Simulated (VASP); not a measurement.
# MoS2 (P6_3/mmc) in VASP: further runs

The runs below take MoS2 through single point, relaxation of the atoms, with PBE+D3(BJ).

Program: VASP 6.6.1. These are calculated values, not measurements. Logs are shortened: lines on timing, memory, paths and dates and some standing lists are left out, and cuts for length are marked.

**What was measured.**

From “Multiwavelength excitation Raman Scattering Analysis of bulk and 2 dimensional MoS2: Vibrational properties of atomically thin MoS2 layers”, 2015, arxiv:1506.03228, for a bulk crystal of MoS2 at 300 K: band gap 1.3 eV (indirect).

The runs below are set against these values where they give the same quantity.

## 1. The cell of the first run

It takes space group P6_3/mmc (No. 194, hexagonal). Conventional cell: a = 3.149 Å, b = 3.149 Å, c = 12.090 Å, α = 90.00°, β = 90.00°, γ = 120.00°. Mo (site symmetry -6m2) has 6 S at 2.40 Å and 6 Mo at 3.15 Å within 3.2 Å. S (site symmetry 3m) has 3 Mo at 2.40 Å and 7 S at 3.13 to 3.15 Å within 3.2 Å.

## 2. Single point, PBE+D3(BJ), collinear spin

The input, INCAR:

```
SYSTEM = MoS2
  ALGO = Normal
  EDIFF = 1E-7
  ENCUT = 520
  GGA = PE
  ISIF = 2
  ISMEAR = 0
  ISPIN = 2
  IVDW = 12
  LASPH = .TRUE.
  LCHARG = .TRUE.
  LELF = .TRUE.
  LMAXMIX = 4
  LORBIT = 11
  LREAL = .FALSE.
  LVHAR = .TRUE.
  LWAVE = .FALSE.
  MAGMOM = 2 2 -2 -2 0 0 0 0 0 0 0 0
  NBANDS = 68
  NELM = 150
  PREC = Accurate
  SIGMA = 0.05
```

The input, KPOINTS:

```
k-points
0
G
  8 8 1
  0 0 0
```

The input, POSCAR:

```
MoS2
1.0
    3.1491947499      0.0000000000      0.0000000000
   -1.5745973749      2.7272826549      0.0000000000
    0.0000000000      0.0000000000     24.1794900555
Mo S
4 8
Direct
    0.3333333333      0.6666666667      0.1250000000
    0.6666666667      0.3333333333      0.3750000000
    0.3333333333      0.6666666667      0.6250000000
    0.6666666667      0.3333333333      0.8750000000
    0.3333333333      0.6666666667      0.3102449879
    0.6666666667      0.3333333333      0.0602449879
    0.3333333333      0.6666666667      0.4397550121
    0.6666666667      0.3333333333      0.1897550121
    0.3333333333      0.6666666667      0.8102449879
    0.6666666667      0.3333333333      0.5602449879
    0.3333333333      0.6666666667      0.9397550121
    0.6666666667      0.3333333333      0.6897550121
```

Potentials or basis: VASP PAW PBE potentials, release 64 (Mo_sv, S).

Run with:

```
cat potpaw_PBE.64/Mo_sv/POTCAR potpaw_PBE.64/S/POTCAR > POTCAR
mpirun -np 1 vasp_std > vasp.out
```

OUTCAR:

```text
SYSTEM = MoS2
   EDIFF = 1E-7
   ENCUT = 520
   GGA = PE
   ISIF = 2
   ISMEAR = 0
   ISPIN = 2
   IVDW = 12
   LASPH = .TRUE.
   LORBIT = 11
   LREAL = .FALSE.
   NELM = 150
   PREC = Accurate
 IVDW          = 12

 ion  position               nearest neighbor table
   1  0.333  0.667  0.125-   6 2.40   8 2.40   6 2.40   8 2.40   6 2.40   8 2.40
   2  0.667  0.333  0.375-   5 2.40   7 2.40   5 2.40   7 2.40   5 2.40   7 2.40
   3  0.333  0.667  0.625-  10 2.40  12 2.40  10 2.40  12 2.40  10 2.40  12 2.40
   4  0.667  0.333  0.875-   9 2.40  11 2.40   9 2.40  11 2.40   9 2.40  11 2.40
   5  0.333  0.667  0.310-   2 2.40   2 2.40   2 2.40
   6  0.667  0.333  0.060-   1 2.40   1 2.40   1 2.40
   7  0.333  0.667  0.440-   2 2.40   2 2.40   2 2.40
   8  0.667  0.333  0.190-   1 2.40   1 2.40   1 2.40
   9  0.333  0.667  0.810-   4 2.40   4 2.40   4 2.40
  10  0.667  0.333  0.560-   3 2.40   3 2.40   3 2.40
  11  0.333  0.667  0.940-   4 2.40   4 2.40   4 2.40
  12  0.667  0.333  0.690-   3 2.40   3 2.40   3 2.40
[... 7 lines left out ...]
 A1 = (   3.1491947499,   0.0000000000,   0.0000000000)
 A2 = (  -1.5745973749,   2.7272826549,   0.0000000000)
 A3 = (   0.0000000000,   0.0000000000,  24.1794900555)

Analysis of symmetry for initial positions (statically):
=====================================================================
 Subroutine PRICEL returns following result:

  LATTYP: Found a hexagonal cell.
 ALAT       =     3.1491947499
 C/A-ratio  =     3.8389956760
[... 12 lines left out ...]
 Subroutine GETGRP returns: Found 24 space group operations
 (whereof 12 operations were pure point group operations)
 out of a pool of 24 trial point group operations.

The static configuration has the point symmetry D_3d.
 The point group associated with its full space group is D_6h.

Analysis of symmetry for dynamics (positions and initial velocities):
=====================================================================
 Subroutine PRICEL returns following result:

  LATTYP: Found a hexagonal cell.
 ALAT       =     3.1491947499
 C/A-ratio  =     3.8389956760
[... 12 lines left out ...]
 Subroutine GETGRP returns: Found 24 space group operations
 (whereof 12 operations were pure point group operations)
 out of a pool of 24 trial point group operations.

The dynamic configuration has the point symmetry D_3d.
 The point group associated with its full space group is D_6h.

Analysis of structural, dynamic, and magnetic symmetry:
=====================================================================
 Subroutine PRICEL returns following result:

  LATTYP: Found a hexagonal cell.
 ALAT       =     3.1491947499
[... 173 lines left out ...]
      2     -53.5901      1.00000
      3     -53.5901      1.00000
      4     -53.5901      1.00000
      5     -27.7540      1.00000
      6     -27.7539      1.00000
[... 659 lines left out ...]
     63      10.6998      0.00000
     64      10.9153      0.00000
 Fermi energy:         8.2528911259

 spin component 2

 k-point     1 :       0.0000    0.0000    0.0000
  band No.  band energies     occupation
      1     -53.5901      1.00000
      2     -53.5901      1.00000
      3     -53.5901      1.00000
      4     -53.5901      1.00000
      5     -27.7540      1.00000
      6     -27.7539      1.00000
[... 659 lines left out ...]
     63      10.6998      0.00000
     64      10.9153      0.00000
 [bands above 64 left out]

------------------------ aborting loop because EDIFF is reached ----------------------------------------

 Edisp (eV)   -5.25071

 E8    (eV) :    -2.1172

  FORCE on cell =-STRESS in cart. coord.  units (eV):
  Direction    XX          YY          ZZ          XY          YZ          ZX
  --------------------------------------------------------------------------------------
  -------------------------------------------------------------------------------------
  Total      -0.12578    -0.12578    -0.19338    -0.00000     0.00000     0.00000
  in kB      -0.97041    -0.97041    -1.49192    -0.00000     0.00000     0.00000
  external pressure =       -1.14 kB  Pullay stress =        0.00 kB

 VOLUME and BASIS-vectors are now :
 -----------------------------------------------------------------------------
  energy-cutoff  :      520.00
  volume of cell :      207.67
      direct lattice vectors                 reciprocal lattice vectors
     3.149194750  0.000000000  0.000000000     0.317541492  0.183332666  0.000000000
    -1.574597375  2.727282655  0.000000000     0.000000000  0.366665332  0.000000000
     0.000000000  0.000000000 24.179490056     0.000000000  0.000000000  0.041357365

 POSITION                                       TOTAL-FORCE (eV/Angst)
 -----------------------------------------------------------------------------------
     -0.00000      1.81819      3.02244        -0.000000      0.000000      0.000016
      1.57460      0.90909      9.06731         0.000000     -0.000000     -0.000016
     -0.00000      1.81819     15.11218        -0.000000      0.000000      0.000016
      1.57460      0.90909     21.15705        -0.000000     -0.000000     -0.000016
     -0.00000      1.81819      7.50157         0.000000      0.000000      0.010833
      1.57460      0.90909      1.45669         0.000000      0.000000      0.010808
     -0.00000      1.81819     10.63305        -0.000000      0.000000     -0.010808
      1.57460      0.90909      4.58818         0.000000     -0.000000     -0.010833
     -0.00000      1.81819     19.59131        -0.000000     -0.000000      0.010833
      1.57460      0.90909     13.54644        -0.000000     -0.000000      0.010808
     -0.00000      1.81819     22.72280         0.000000      0.000000     -0.010808
      1.57460      0.90909     16.67792        -0.000000     -0.000000     -0.010833
 -----------------------------------------------------------------------------------
    total drift:                                0.000000     -0.000000     -0.000000

  FREE ENERGIE OF THE ION-ELECTRON SYSTEM (eV)
  ---------------------------------------------------
  free  energy   TOTEN  =       -92.3398067695 eV

  energy  without entropy=      -92.3398067695  energy(sigma->0) =      -92.33980677

 total charge

# of ion       s       p       d       tot
------------------------------------------
    1        2.294   6.225   3.965  12.484
    2        2.294   6.225   3.965  12.484
    3        2.294   6.225   3.965  12.484
    4        2.294   6.225   3.965  12.484
    5        1.366   2.343   0.000   3.709
    6        1.366   2.343   0.000   3.709
    7        1.366   2.343   0.000   3.709
    8        1.366   2.343   0.000   3.709
    9        1.366   2.343   0.000   3.709
   10        1.366   2.343   0.000   3.709
   11        1.366   2.343   0.000   3.709
   12        1.366   2.343   0.000   3.709
--------------------------------------------------
tot         20.101  43.646  15.861  79.608

 magnetization (x)

# of ion       s       p       d       tot
------------------------------------------
    1        0.000   0.000   0.000   0.000
    2        0.000   0.000   0.000   0.000
    3       -0.000  -0.000  -0.000  -0.000
    4       -0.000  -0.000  -0.000  -0.000
    5       -0.000  -0.000   0.000  -0.000
    6       -0.000  -0.000   0.000  -0.000
    7       -0.000  -0.000   0.000  -0.000
    8       -0.000  -0.000   0.000  -0.000
    9        0.000   0.000   0.000   0.000
   10        0.000   0.000   0.000   0.000
   11        0.000   0.000   0.000   0.000
   12        0.000   0.000   0.000   0.000
--------------------------------------------------
tot          0.000   0.000   0.000   0.000
```

OSZICAR:

```text
N       E                     dE             d eps       ncg     rms          rms(c)
DAV:   1     0.955020244316E+03    0.95502E+03   -0.58083E+04  2928   0.146E+03
DAV:   2    -0.359990119823E+02   -0.99102E+03   -0.95689E+03  3252   0.387E+02
DAV:   3    -0.894294974294E+02   -0.53430E+02   -0.52212E+02  3288   0.831E+01
[... 14 lines left out ...]
DAV:  18    -0.870890729232E+02   -0.21606E-04   -0.14630E-05  3024   0.157E-02    0.121E-02
DAV:  19    -0.870890860644E+02   -0.13141E-04   -0.65574E-06  2544   0.933E-03    0.871E-03
DAV:  20    -0.870890933148E+02   -0.72504E-05   -0.55708E-06  2464   0.728E-03    0.400E-03
DAV:  21    -0.870890946168E+02   -0.13020E-05   -0.13652E-06  2656   0.416E-03    0.174E-03
DAV:  22    -0.870890946828E+02   -0.66011E-07   -0.73141E-08  1792   0.118E-03
   1 F= -.92339807E+02 E0= -.92339807E+02  d E =-.333430E-19  mag=     0.0000
```

Wall time 9.3 min (1 thread of Intel Xeon Platinum 8259CL at 2.50GHz (Skylake/Cascade Lake), shared host); peak memory 0.51 GiB.

What came out:

- Free energy: -92.3398 eV
- Pressure: -0.1 GPa
- Largest force: 0.011 eV/Å
- Band gap on the k mesh: 0.90 eV
- Net moment: 0.00 μB per cell
- Valence electrons inside the program's atomic spheres: Mo 12.48; S 3.71
- Dispersion energy per atom: -0.438 eV

Forces on the atoms (eV/Å):
```
Mo   0.000  0.000  0.000
Mo   0.000  0.000  0.000
Mo   0.000  0.000  0.000
Mo   0.000  0.000  0.000
S    0.000  0.000  0.011
S    0.000  0.000  0.011
S    0.000  0.000 -0.011
S    0.000  0.000 -0.011
S    0.000  0.000  0.011
S    0.000  0.000  0.011
S    0.000  0.000 -0.011
S    0.000  0.000 -0.011
```

Levels at points of the mesh, in eV from the valence-band top:
Spin up:
| k point | band 50 | band 51 | band 52 | band 53 | band 54 | band 55 |
| --- | --- | --- | --- | --- | --- | --- |
| (0.00, 0.00, 0.00) | -0.26 | -0.26 | 0.00 | 2.09 | 2.09 | 2.10 |
| (0.50, 0.00, 0.00) | -1.40 | -1.40 | -1.33 | 1.62 | 1.65 | 1.65 |
Spin down:
```tsv
k point	band 49	band 50	band 51	band 52	band 53	band 54	band 55	band 56
(0.00, 0.00, 0.00)	-1.11	-0.26	-0.26	0.00	2.09	2.09	2.10	2.10
(0.50, 0.00, 0.00)	-1.49	-1.40	-1.40	-1.33	1.62	1.65	1.65	1.68
```

## 3. Relaxation of the atoms, PBE+D3(BJ)

This run uses another cell than the first one: it holds 6 atoms, not 12.

The input, INCAR:

```
PREC = Accurate
ENCUT = 520
EDIFF = 1E-6
ISMEAR = 0
SIGMA = 0.05
LREAL = False
LASPH = True
NELM = 60
ALGO = Normal
ISIF = 2
LWAVE = False
LCHARG = False
GGA = PE
IVDW = 12
IBRION = 2
NSW = 60
EDIFFG = -0.001
```

The input, KPOINTS:

```
Automatic mesh
0
Gamma
  8 8 2
```

The input, POSCAR:

```
MoS2
1.0
    3.1491947499      0.0000000000      0.0000000000
   -1.5745973749      2.7272826549      0.0000000000
    0.0000000000      0.0000000000     12.0897450277
Mo S
2 4
Direct
    0.3333333333      0.6666666667      0.2500000000
    0.6666666667      0.3333333333      0.7500000000
    0.3333333333      0.6666666667      0.6204899759
    0.6666666667      0.3333333333      0.1204899759
    0.3333333333      0.6666666667      0.8795100241
    0.6666666667      0.3333333333      0.3795100241
```

Potentials or basis: VASP PAW PBE potentials, release 64 (Mo_sv, S).

Run with:

```
cat potpaw_PBE.64/Mo_sv/POTCAR potpaw_PBE.64/S/POTCAR > POTCAR
mpirun -np 1 vasp_std > vasp.out
```

Run time: 61 s. Hardware: 1 thread of Intel Xeon Platinum 8259CL at 2.50GHz (Skylake/Cascade Lake), shared host; peak memory 0.25 GiB.

The run converged. Its results:

| Property | Result |
| --- | --- |
| Free energy | -46.1698 eV |
| Energy gained by relaxing | 0.0 meV/atom |
| Ionic steps | 2 |
| Pressure after relaxing | -0.1 GPa |
| Band gap on the k mesh | 0.90 eV (least direct gap 1.97 eV) |
| Dispersion energy per atom | -0.438 eV |

Final structure:
```
CELL_PARAMETERS angstrom
3.14919 0.00000 0.00000
-1.57460 2.72728 0.00000
0.00000 0.00000 12.08975
ATOMIC_POSITIONS crystal
Mo 0.33333 0.66667 0.25000
Mo 0.66667 0.33333 0.75000
S 0.33333 0.66667 0.62053
S 0.66667 0.33333 0.12053
S 0.33333 0.66667 0.87947
S 0.66667 0.33333 0.37947
```

Levels at points of the mesh, in eV from the valence-band top:
```csv
k point,band 24,band 25,band 26,band 27,band 28,band 29
"(0.00, 0.00, 0.00)",-1.27,-1.11,0.00,2.09,2.10,2.13
"(0.50, 0.00, 0.00)",-1.53,-1.49,-1.33,1.62,1.68,1.99
"(0.00, 0.00, 0.50)",-2.18,-0.27,-0.27,2.10,2.10,2.10
"(0.50, 0.00, 0.50)",-1.65,-1.40,-1.40,1.64,1.64,2.17
```

## 4. Single point, PBE+D3(BJ), collinear spin

This run uses another cell than the first one: it holds 6 atoms, not 12.

The input, INCAR:

```
PREC = Accurate ; ENCUT = 520
EDIFF = 1E-7 ; ISMEAR = 0
SIGMA = 0.05 ; LREAL = False
LASPH = True ; NELM = 150
ALGO = Normal ; ISIF = 2
LWAVE = False ; LCHARG = False
ISPIN = 2 ; MAGMOM = 2 -2 0 0 0 0
LORBIT = 11 ; LMAXMIX = 4
GGA = PE ; IVDW = 12
NBANDS = 39
```

The input, KPOINTS:

```
Automatic mesh
0
Gamma
  10 10 4
```

POSCAR is that of step 3.

Potentials or basis: VASP PAW PBE potentials, release 64 (Mo_sv, S).

Run with:

```
cat potpaw_PBE.64/Mo_sv/POTCAR potpaw_PBE.64/S/POTCAR > POTCAR
mpirun -np 1 vasp_std > vasp.out
```

OUTCAR:

```text
PREC = Accurate
   ENCUT = 520
   EDIFF = 1E-7
   ISMEAR = 0
   LREAL = False
   LASPH = True
   NELM = 150
   ISIF = 2
   ISPIN = 2
   LORBIT = 11
   GGA = PE
   IVDW = 12
 IVDW          = 12

 ion  position               nearest neighbor table
   1  0.333  0.667  0.250-   4 2.40   6 2.40   4 2.40   6 2.40   4 2.40   6 2.40
   2  0.667  0.333  0.750-   3 2.40   5 2.40   3 2.40   5 2.40   3 2.40   5 2.40
   3  0.333  0.667  0.620-   2 2.40   2 2.40   2 2.40
   4  0.667  0.333  0.120-   1 2.40   1 2.40   1 2.40
   5  0.333  0.667  0.880-   2 2.40   2 2.40   2 2.40
[... 2222 lines left out ...]
 POSITION                                       TOTAL-FORCE (eV/Angst)
 -----------------------------------------------------------------------------------
     -0.00000      1.81819      3.02244        -0.000000      0.000000      0.000000
      1.57460      0.90909      9.06731         0.000000     -0.000000      0.000000
     -0.00000      1.81819      7.50157         0.000000      0.000000      0.011024
      1.57460      0.90909      1.45669         0.000000     -0.000000      0.011024
     -0.00000      1.81819     10.63305        -0.000000     -0.000000     -0.011024
      1.57460      0.90909      4.58818         0.000000     -0.000000     -0.011024
 -----------------------------------------------------------------------------------
    total drift:                                0.000000     -0.000000      0.000000

  FREE ENERGIE OF THE ION-ELECTRON SYSTEM (eV)
  ---------------------------------------------------
  free  energy   TOTEN  =       -46.1704567493 eV

  energy  without entropy=      -46.1704567493  energy(sigma->0) =      -46.17045675

 total charge

# of ion       s       p       d       tot
------------------------------------------
    1        2.294   6.225   3.965  12.484
    2        2.294   6.225   3.965  12.484
    3        1.366   2.343   0.000   3.709
    4        1.366   2.343   0.000   3.709
    5        1.366   2.343   0.000   3.709
    6        1.366   2.343   0.000   3.709
--------------------------------------------------
tot         10.050  21.823   7.931  39.804

 magnetization (x)

# of ion       s       p       d       tot
------------------------------------------
    1        0.000   0.000  -0.000  -0.000
    2       -0.000  -0.000   0.000   0.000
    3        0.000   0.000   0.000   0.000
    4       -0.000  -0.000   0.000  -0.000
    5        0.000   0.000   0.000   0.000
    6       -0.000  -0.000   0.000  -0.000
--------------------------------------------------
tot          0.000   0.000   0.000   0.000
```

stdout:

```text
POSCAR found type information on POSCAR MoS
 POSCAR found :  2 types and       6 ions
 scaLAPACK will be used
 LDA part: xc-table for (Slater+PW92), standard interpolation
 POSCAR, INCAR and KPOINTS ok, starting setup
 FFT: planning ... GRIDC
 FFT: planning ... GRID_SOFT
 FFT: planning ... GRID
 WAVECAR not read
 entering main loop
```

Wall time 9.4 min (1 thread of Intel Xeon 8259CL, shared host); peak memory 0.42 GiB.

What came out:

```
Free energy                                           : -46.1705 eV
Pressure                                              : -0.1 GPa
Largest force                                         : 0.011 eV/Å
Band gap on the k mesh                                : 0.84 eV (least direct gap 1.91 eV)
Net moment                                            : 0.00 μB per cell
Valence electrons inside the program's atomic spheres : Mo 12.48; S 3.71
Dispersion energy per atom                            : -0.438 eV
```

Forces on the atoms (eV/Å):
```
Mo   0.000  0.000  0.000
Mo   0.000  0.000  0.000
S    0.000  0.000  0.011
S    0.000  0.000  0.011
S    0.000  0.000 -0.011
S    0.000  0.000 -0.011
```

## 5. Overview

| task | spin | cell | k mesh | gap on the mesh (eV) | pressure (GPa) | moment (μB) | largest force (eV/Å) |
| --- | --- | --- | --- | --- | --- | --- | --- |
| single point | collinear | a = 3.149, b = 3.149, c = 24.179 Å, angles 90.0, 90.0, 120.0°, 12 atoms, atomic positions A | 8 × 8 × 1 | 0.90 | -0.1 | 0.00 | 0.01 |
| relaxation of the atoms | off | atoms relaxed from a = 3.149, b = 3.149, c = 12.090 Å, angles 90.0, 90.0, 120.0°, 6 atoms, atomic positions B | 8 × 8 × 2 | 0.90 | -0.1 | - | - |
| single point | collinear | a = 3.149, b = 3.149, c = 12.090 Å, angles 90.0, 90.0, 120.0°, 6 atoms, atomic positions B | 10 × 10 × 4 | 0.84 | -0.1 | 0.00 | 0.01 |

Alike in all rows: level PBE+D3(BJ); potentials or basis VASP PAW PBE potentials, release 64 (Mo_sv, S); cutoff (eV) 520; smearing gaussian 0.05 eV.

Total energies depend on the potentials used, so only differences within one code and one set of settings carry meaning.

## 6. Against experiment

Step 2. Against the measured gap of MoS2, 1.3 eV (indirect; 300 K; “Multiwavelength excitation Raman Scattering Analysis of bulk and 2 dimensional MoS2: Vibrational properties of atomically thin MoS2 layers”, 2015, arxiv:1506.03228), the calculated 0.90 eV is off by -0.40 eV. Spin-orbit coupling on Mo is left out. The value is that of PBE+D3(BJ) on a finite k mesh, which can miss the band edges, without temperature or zero-point motion. Semilocal functionals fall short of measured gaps as a rule.

Step 3. A measured gap of MoS2 is 1.3 eV (indirect; 300 K; “Multiwavelength excitation Raman Scattering Analysis of bulk and 2 dimensional MoS2: Vibrational properties of atomically thin MoS2 layers”, 2015, arxiv:1506.03228); the calculated 0.90 eV misses it by -0.40 eV. Spin-orbit coupling on Mo is left out. The value is that of PBE+D3(BJ) on a finite k mesh, which can miss the band edges, without temperature or zero-point motion. Semilocal functionals fall short of measured gaps as a rule.

Step 4. A measured gap of MoS2 is 1.3 eV (indirect; 300 K; “Multiwavelength excitation Raman Scattering Analysis of bulk and 2 dimensional MoS2: Vibrational properties of atomically thin MoS2 layers”, 2015, arxiv:1506.03228); the calculated 0.84 eV misses it by -0.46 eV. Spin-orbit coupling on Mo is left out. The value is that of PBE+D3(BJ) on a finite k mesh, which can miss the band edges, without temperature or zero-point motion. Semilocal functionals fall short of measured gaps as a rule.
